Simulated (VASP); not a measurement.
# TiN (Fm-3m) in VASP: a series of runs

Runs on TiN. Level: LDA. Tasks: single point, relaxation of cell and atoms.

Program: VASP 6.6.1. These are calculated values, not measurements. Logs are shortened: lines on timing, memory, paths and dates and some standing lists are left out, and cuts for length are marked.

## Step 1: The cell of the first run

The structure is cubic, space group Fm-3m (No. 225). Conventional cell: a = 4.173 Å, b = 4.173 Å, c = 4.173 Å, α = 90.00°, β = 90.00°, γ = 90.00°. Ti (site symmetry m-3m) has 6 N at 2.09 Å within 2.8 Å. Within 2.8 Å of N (site symmetry m-3m) lie 6 Ti at 2.09 Å.

## Step 2: Single point, LDA

File INCAR:

```
ALGO = Normal
EDIFF = 1E-6
ENCUT = 520
GGA = CA
ISIF = 2
ISMEAR = -1
LASPH = T
LCHARG = F
LREAL = F
LWAVE = F
NBANDS = 16
NELM = 80
PREC = Accurate
SIGMA = 0.15
```

File KPOINTS:

```
k-points
0
Gamma
  16 16 16
```

File POSCAR:

```
TiN
1.0
    0.0000000000      2.0865879587      2.0865879587
    2.0865879587      0.0000000000      2.0865879587
    2.0865879587      2.0865879587      0.0000000000
Ti N
1 1
Direct
    0.0000000000      0.0000000000      0.0000000000
    0.5000000000      0.5000000000      0.5000000000
```

Potentials or basis: VASP PAW LDA potentials, release 64 (Ti_sv, N).

Started as:

```bash
> cat potpaw_LDA.64/Ti_sv/POTCAR potpaw_LDA.64/N/POTCAR > POTCAR
> mpirun -np 1 vasp_std > vasp.out
```

OUTCAR:

```text
EDIFF = 1E-6
   ENCUT = 520
   GGA = CA
   ISIF = 2
   ISMEAR = -1
   LASPH = T
   LREAL = F
   NELM = 80
   PREC = Accurate

 ion  position               nearest neighbor table
   1  0.000  0.000  0.000-   2 2.09   2 2.09   2 2.09   2 2.09   2 2.09   2 2.09
   2  0.500  0.500  0.500-   1 2.09   1 2.09   1 2.09   1 2.09   1 2.09   1 2.09

  LATTYP: Found a face centered cubic cell.
 ALAT       =     4.1731759174

  Lattice vectors:

 A1 = (   0.0000000000,   2.0865879587,   2.0865879587)
 A2 = (   2.0865879587,   0.0000000000,   2.0865879587)
 A3 = (   2.0865879587,   2.0865879587,   0.0000000000)

Analysis of symmetry for initial positions (statically):
=====================================================================
 Subroutine PRICEL returns:
 Original cell was already a primitive cell.

 Routine SETGRP: Setting up the symmetry group for a
 face centered cubic supercell.

 Subroutine GETGRP returns: Found 48 space group operations
 (whereof 48 operations were pure point group operations)
 out of a pool of 48 trial point group operations.

The static configuration has the point symmetry O_h .

Analysis of symmetry for dynamics (positions and initial velocities):
=====================================================================
 Subroutine PRICEL returns:
 Original cell was already a primitive cell.

 Routine SETGRP: Setting up the symmetry group for a
 face centered cubic supercell.

 Subroutine GETGRP returns: Found 48 space group operations
 (whereof 48 operations were pure point group operations)
 out of a pool of 48 trial point group operations.

The dynamic configuration has the point symmetry O_h .

 Subroutine INISYM returns: Found 48 space group operations
 (whereof 48 operations are pure point group operations),
 and found     1 'primitive' translations

----------------------------------------------------------------------------------------

                                     Primitive cell

  volume of cell :      18.1694

  direct lattice vectors                    reciprocal lattice vectors
     0.000000000  2.086587959  2.086587959    -0.239625652  0.239625652  0.239625652
     2.086587959  0.000000000  2.086587959     0.239625652 -0.239625652  0.239625652
     2.086587959  2.086587959  0.000000000     0.239625652  0.239625652 -0.239625652

[... 79 lines left out ...]
   LSORBIT =      F    spin-orbit coupling
   LASPH  =      T    aspherical Exc in radial PAW
   ENCUT  =  520.0 eV  38.22 Ry    6.18 a.u.   5.49  5.49  5.49*2*pi/ulx,y,z
   NELM   =     80;   NELMIN=  2; NELMDL= -5     # of ELM steps
   EDIFF  = 0.1E-05   stopping-criterion for ELM
   LREAL  =      F    real-space projection
   EDIFFG = 0.1E-04   stopping-criterion for IOM
   NSW    =      0    number of steps for IOM
   IBRION =     -1    ionic relax: 0-MD 1-quasi-New 2-CG
   NFREE  =      0    steps in history (QN), initial steepest desc. (CG)
   ISIF   =      2    stress and relaxation
   ISYM   =      2    0-nonsym 1-usesym 2-fastsym
   POTIM  = 0.5000    time-step for ionic-motion
   TEBEG  =    0.0;   TEEND  =   0.0 temperature during run
   PSTRESS=    0.0 pullay stress
   NELECT =      17.0000    total number of electrons
   NUPDOWN=      -1.0000    fix difference up-down
   EMIN   =  10.00;   EMAX   =-10.00  energy-range for DOS
   EFERMI =   0.00;   METHOD = LEGACY
   ISMEAR =    -1;   SIGMA  =   0.15  broadening in eV -4-tet -1-fermi 0-gaus
   EFERMI_NEDOS =   21; number of points for ismear=-14 and -15
   IALGO  =     38    algorithm
   IMIX   =      4    mixing-type and parameters
     AMIX     =   0.40;   BMIX     =  1.00
     AMIX_MAG =   1.60;   BMIX_MAG =  1.00
  volume/ion in A,a.u.               =       9.08        61.31
  Fermi-wavevector in a.u.,A,eV,Ry     =   1.601196  3.025821 34.882998  2.563828
  Thomas-Fermi vector in A             =   2.698212
   LORBIT       =      0    0 simple, 1 ext, 2 COOP (PROOUT), +10 PAW based schemes
   GGA     = CA    functional components
   LHFCALC =     F    Hartree Fock is set to
   AEXX    =    0.0000 exact exchange contribution
   IVDW    =     0    specifies the selected vdW correction
   LEPSILON=     F    determine dielectric tensor
   LRPA    =     F    only Hartree local field effects (RPA)
 non-spin polarized calculation
  energy-cutoff  :      520.00
  volume of cell :       18.17
 maximum number of plane-waves:       531
 NGX is ok and might be reduce to    24
   NGX = 11   NGY = 11   NGZ = 11

 number of electron      16.9999996 magnetization

 Free energy of the ion-electron system (eV)
  ---------------------------------------------------
  ext. energy  EPLUGINS =         0.00000000
  ---------------------------------------------------
  free energy    TOTEN  =       -21.70160585 eV

  energy without entropy =      -21.64364588  energy(sigma->0) =      -21.67262587

 E-fermi :  11.8313     XC(G=0): -13.6408

 val. band max:       11.8311595223   @ k =   0.1250   0.0000   0.0000
 cond. band min:      11.8349388122   @ k =  -0.3750   0.4375   0.1875
 fundamental gap:      0.0037792899
 Fermi energy:        11.8313142189

 k-point     1 :       0.0000    0.0000    0.0000
  band No.  band energies     occupation
      1     -45.2175      2.00000
      2     -21.5340      2.00000
      3     -21.5340      2.00000
      4     -21.5340      2.00000
      5      -5.2736      2.00000
      6       9.7944      2.00000
[... 433 lines left out ...]
      3     -21.5535      2.00000
      4     -21.5349      2.00000
      5      -5.0522      2.00000
      6       8.6709      2.00000
[... 8 lines left out ...]
     15      25.3790      0.00000
     16      31.5635      0.00000

 [... further k-points ...]

------------------------ aborting loop because EDIFF is reached ----------------------------------------

  FORCE on cell =-STRESS in cart. coord.  units (eV):
  Direction    XX          YY          ZZ          XY          YZ          ZX
  --------------------------------------------------------------------------------------
  -------------------------------------------------------------------------------------
  Total        0.1167393      0.1167393      0.1167393     -0.0000000      0.0000000      0.0000000
  in kB       10.2940782     10.2940782     10.2940782     -0.0000000      0.0000000      0.0000000
  external PRESSURE =      10.2940782 kB  Pullay stress =       0.0000000 kB

 VOLUME and BASIS-vectors are now :
 -----------------------------------------------------------------------------
  energy-cutoff  :      520.00
  volume of cell :       18.17
      direct lattice vectors                 reciprocal lattice vectors
     0.000000000  2.086587959  2.086587959    -0.239625652  0.239625652  0.239625652
     2.086587959  0.000000000  2.086587959     0.239625652 -0.239625652  0.239625652
     2.086587959  2.086587959  0.000000000     0.239625652  0.239625652 -0.239625652

 POSITION                                       TOTAL-FORCE (eV/Angst)
 -----------------------------------------------------------------------------------
      0.00000      0.00000      0.00000         0.000000      0.000000      0.000000
      2.08659      2.08659      2.08659        -0.000000     -0.000000     -0.000000
 -----------------------------------------------------------------------------------
    total drift:                                0.000000     -0.000000     -0.000000

  FREE ENERGIE OF THE ION-ELECTRON SYSTEM (eV)
  ---------------------------------------------------
  free  energy   TOTEN  =       -21.7016058472 eV

  energy  without entropy=      -21.6436458846  energy(sigma->0) =      -21.67262587
```

OSZICAR:

```text
N       E                     dE             d eps       ncg     rms          rms(c)
DAV:   1     0.128642846136E+03    0.12864E+03   -0.81747E+03  4648   0.126E+03
DAV:   2    -0.194541732507E+02   -0.14810E+03   -0.13925E+03  5128   0.344E+02
DAV:   3    -0.265918127574E+02   -0.71376E+01   -0.70762E+01  5928   0.777E+01
DAV:   4    -0.267465590552E+02   -0.15475E+00   -0.15460E+00  5576   0.106E+01
DAV:   5    -0.267496139282E+02   -0.30549E-02   -0.30548E-02  5584   0.134E+00    0.189E+01
DAV:   6    -0.221254698469E+02    0.46241E+01   -0.12735E+01  6112   0.542E+01    0.713E+00
DAV:   7    -0.217507086959E+02    0.37476E+00   -0.15585E+00  5600   0.160E+01    0.528E+00
DAV:   8    -0.219052547706E+02   -0.15455E+00   -0.88481E-01  6616   0.136E+01    0.568E+00
DAV:   9    -0.217108121977E+02    0.19444E+00   -0.25215E-01  5496   0.793E+00    0.145E+00
DAV:  10    -0.217042296619E+02    0.65825E-02   -0.33433E-02  5648   0.210E+00    0.349E-01
DAV:  11    -0.217016821679E+02    0.25475E-02   -0.50193E-03  5336   0.677E-01    0.165E-01
DAV:  12    -0.217016839977E+02   -0.18299E-05   -0.42674E-04  5136   0.204E-01    0.102E-01
DAV:  13    -0.217016142836E+02    0.69714E-04   -0.27040E-04  5312   0.267E-01    0.191E-02
DAV:  14    -0.217016070958E+02    0.71878E-05   -0.13642E-05  5280   0.447E-02    0.107E-02
DAV:  15    -0.217016059822E+02    0.11137E-05   -0.30188E-06  5888   0.202E-02    0.958E-03
DAV:  16    -0.217016058472E+02    0.13499E-06   -0.47080E-07  3168   0.741E-03
   1 F= -.21701606E+02 E0= -.21672626E+02  d E =-.579600E-01
```

Run time: 83 s. Hardware: 1 thread of Intel Xeon 8259CL, shared host; peak memory 0.16 GiB.

Results:

* Free energy: -21.7016 eV
* Pressure: 1.0 GPa
* Band gap on the k mesh: zero (an odd number of electrons rules out a gap without spin polarisation)

## Step 3: Relaxation of cell and atoms, LDA

File INCAR:

```
  PREC = Accurate
  ENCUT = 600
  EDIFF = 1E-6
  ISMEAR = -1
  SIGMA = 0.15
  LREAL = F
  LASPH = T
  NELM = 80
  ALGO = Normal
  ISIF = 3
  LWAVE = F
  LCHARG = F
  IBRION = 2
  NSW = 80
  EDIFFG = -0.001
```

File KPOINTS:

```
Automatic mesh
0
Gamma
  16 16 16
```

File POSCAR:

```
TiN
1.0
    0.0000000000      2.0859620385      2.0859620385
    2.0859620385      0.0000000000      2.0859620385
    2.0859620385      2.0859620385      0.0000000000
Ti N
1 1
Direct
    0.0000000000      0.0000000000      0.0000000000
    0.5000000000      0.5000000000      0.5000000000
```

Potentials or basis: VASP PAW LDA potentials, release 64 (Ti_sv, N).

Started as:

```bash
> cat potpaw_LDA.64/Ti_sv/POTCAR potpaw_LDA.64/N/POTCAR > POTCAR
> mpirun -np 1 vasp_std > vasp.out
```

OUTCAR:

```text
PREC = Accurate
   ENCUT = 600
   EDIFF = 1E-6
   ISMEAR = -1
   LREAL = F
   LASPH = T
   NELM = 80
   ISIF = 3
   IBRION = 2
   NSW = 80
   EDIFFG = -0.001

 ion  position               nearest neighbor table
   1  0.000  0.000  0.000-   2 2.09   2 2.09   2 2.09   2 2.09   2 2.09   2 2.09
   2  0.500  0.500  0.500-   1 2.09   1 2.09   1 2.09   1 2.09   1 2.09   1 2.09

  LATTYP: Found a face centered cubic cell.
 ALAT       =     4.1719240770

  Lattice vectors:

 A1 = (   0.0000000000,   2.0859620385,   2.0859620385)
 A2 = (   2.0859620385,   0.0000000000,   2.0859620385)
 A3 = (   2.0859620385,   2.0859620385,   0.0000000000)

Analysis of symmetry for initial positions (statically):
=====================================================================
 Subroutine PRICEL returns:
 Original cell was already a primitive cell.

 Routine SETGRP: Setting up the symmetry group for a
 face centered cubic supercell.

 Subroutine GETGRP returns: Found 48 space group operations
 (whereof 48 operations were pure point group operations)
 out of a pool of 48 trial point group operations.

The static configuration has the point symmetry O_h .

Analysis of symmetry for dynamics (positions and initial velocities):
=====================================================================
 Subroutine PRICEL returns:
 Original cell was already a primitive cell.

 Routine SETGRP: Setting up the symmetry group for a
 face centered cubic supercell.

 Subroutine GETGRP returns: Found 48 space group operations
 (whereof 48 operations were pure point group operations)
 out of a pool of 48 trial point group operations.

The dynamic configuration has the point symmetry O_h .

 Subroutine INISYM returns: Found 48 space group operations
 (whereof 48 operations are pure point group operations),
 and found     1 'primitive' translations

----------------------------------------------------------------------------------------

                                     Primitive cell

[... 133 lines left out ...]
  ---------------------------------------------------
  ext. energy  EPLUGINS =         0.00000000
  ---------------------------------------------------
  free energy    TOTEN  =       -21.70145307 eV

  energy without entropy =      -21.64357704  energy(sigma->0) =      -21.67251505

------------------------ aborting loop because EDIFF is reached ----------------------------------------

  FORCE on cell =-STRESS in cart. coord.  units (eV):
  Direction    XX          YY          ZZ          XY          YZ          ZX
  --------------------------------------------------------------------------------------
  -------------------------------------------------------------------------------------
  Total        0.1397013      0.1397013      0.1397013      0.0000000     -0.0000000      0.0000000
  in kB       12.3299671     12.3299671     12.3299671      0.0000000     -0.0000000      0.0000000
  external PRESSURE =      12.3299671 kB  Pullay stress =       0.0000000 kB
[... 95 lines left out ...]
--------------------------------------- Ionic step        4  -------------------------------------------

 number of electron      16.9999996 magnetization

 Free energy of the ion-electron system (eV)
  ---------------------------------------------------
  ext. energy  EPLUGINS =         0.00000000
  ---------------------------------------------------
  free energy    TOTEN  =       -21.70173822 eV

  energy without entropy =      -21.64354074  energy(sigma->0) =      -21.67263948

 E-fermi :  11.7899     XC(G=0): -13.6246

 val. band max:       11.7896777702   @ k =   0.1250   0.0000   0.0000
 cond. band min:      11.7934576908   @ k =  -0.3750   0.4375   0.1875
 fundamental gap:      0.0037799207
 Fermi energy:        11.7899240082

 k-point     1 :       0.0000    0.0000    0.0000
  band No.  band energies     occupation
      1     -45.2621      2.00000
      2     -21.5818      2.00000
      3     -21.5818      2.00000
      4     -21.5818      2.00000
      5      -5.2969      2.00000
      6       9.7566      2.00000
      7       9.7566      2.00000
      8       9.7566      2.00000
      9      11.1288      1.97592
     10      11.1288      1.97592
     11      11.1288      1.97592
     12      12.4132      0.03088
[... 331 lines left out ...]
 k-point    24 :      -0.0625    0.0625    0.0000
  band No.  band energies     occupation
      1     -45.2496      2.00000
      2     -21.6579      2.00000
      3     -21.6011      2.00000
      4     -21.5828      2.00000
      5      -5.0766      2.00000
      6       8.6362      2.00000
      7       8.8440      2.00000
      8       9.1764      2.00000
      9      11.2542      1.94532
     10      11.5811      1.60188
     11      11.6920      1.31524
     12      12.8948      0.00126

 [... further k-points ...]

------------------------ aborting loop because EDIFF is reached ----------------------------------------

  FORCE on cell =-STRESS in cart. coord.  units (eV):
  Direction    XX          YY          ZZ          XY          YZ          ZX
  --------------------------------------------------------------------------------------
  -------------------------------------------------------------------------------------
  Total        0.0001145      0.0001145      0.0001145      0.0000000      0.0000000      0.0000000
  in kB        0.0100639      0.0100639      0.0100639      0.0000000      0.0000000      0.0000000
  external PRESSURE =       0.0100639 kB  Pullay stress =       0.0000000 kB
[... 17 lines left out ...]
  FREE ENERGIE OF THE ION-ELECTRON SYSTEM (eV)
  ---------------------------------------------------
  free  energy   TOTEN  =       -21.7017382168 eV

  energy  without entropy=      -21.6435407442  energy(sigma->0) =      -21.67263948

 reached required accuracy - stopping structural energy minimisation
```

Run time: 2.2 min. Hardware: 1 thread of Intel Xeon 8259CL, shared host; peak memory 0.17 GiB.

Results:

```yaml
Free_energy: -21.7017 eV
Relaxed_volume: 9.11 Å³/atom
Relaxed_cell: a = 2.954 Å, b = 2.954 Å, c = 2.954 Å, α = 60.00°, β = 60.00°, γ = 60.00°
Space_group_after_relaxing_to_0.1_Å: Fm-3m (No. 225)
Energy_gained_by_relaxing: 0.1 meV/atom
Ionic_steps: 4
Pressure_after_relaxing: 0.0 GPa
Band_gap_on_the_k_mesh: zero (an odd number of electrons rules out a gap without spin polarisation)
```

The path:
```csv
step,energy change (eV),largest force (eV/Å),pressure (GPa),volume (Å³)
1,0.0000,0.0000,1.23,18.15
2,0.0004,0.0000,-1.83,18.34
3,-0.0003,0.0000,-0.03,18.22
4,-0.0003,0.0000,0.00,18.22
```

Final structure:
```
Ti N
1.0
     0.00000    2.08862    2.08862
     2.08862    0.00000    2.08862
     2.08862    2.08862    0.00000
Ti N
1 1
Direct
  0.00000 0.00000 0.00000
  0.50000 0.50000 0.50000
```
